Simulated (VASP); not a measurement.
A run of VASP 6.6.1 is set up as follows.

INCAR

```
SYSTEM = HfO2
  PREC = Accurate
  ENCUT = 520
  EDIFF = 1E-6
  ISMEAR = 0
  SIGMA = 0.01
  LREAL = .False.
  LASPH = .True.
  NELM = 80
  ALGO = Normal
  ISIF = 2
  LWAVE = .False.
  LCHARG = .False.
  GGA = PE
  NBANDS = 18
```

Contents of KPOINTS:

```
Automatic mesh
0
Gamma
  6 6 6
  0 0 0
```

POSCAR

```
HfO2
1.0
    0.0000000000      2.5744375797      2.5744375797
    2.5744375797      0.0000000000      2.5744375797
    2.5744375797      2.5744375797      0.0000000000
Hf O
1 2
Direct
    0.0000000000      0.0000000000      0.0000000000
    0.2500000000      0.2500000000      0.2500000000
    0.7500000000      0.7500000000      0.7500000000
```

Potentials or basis: VASP PAW PBE potentials, release 64 (Hf_pv, O).

Run with:

```sh
$ cat potpaw_PBE.64/Hf_pv/POTCAR potpaw_PBE.64/O/POTCAR > POTCAR
$ mpirun -np 1 vasp_std > vasp.out
```

Q: Estimate the pressure.

A: -10.3 GPa.

Q: Predict the band gap on the k mesh.

A: 3.68 eV, direct.

Caveat: spin-orbit coupling is left out, which moves the levels of the heavy elements. A k mesh can miss the band edges.
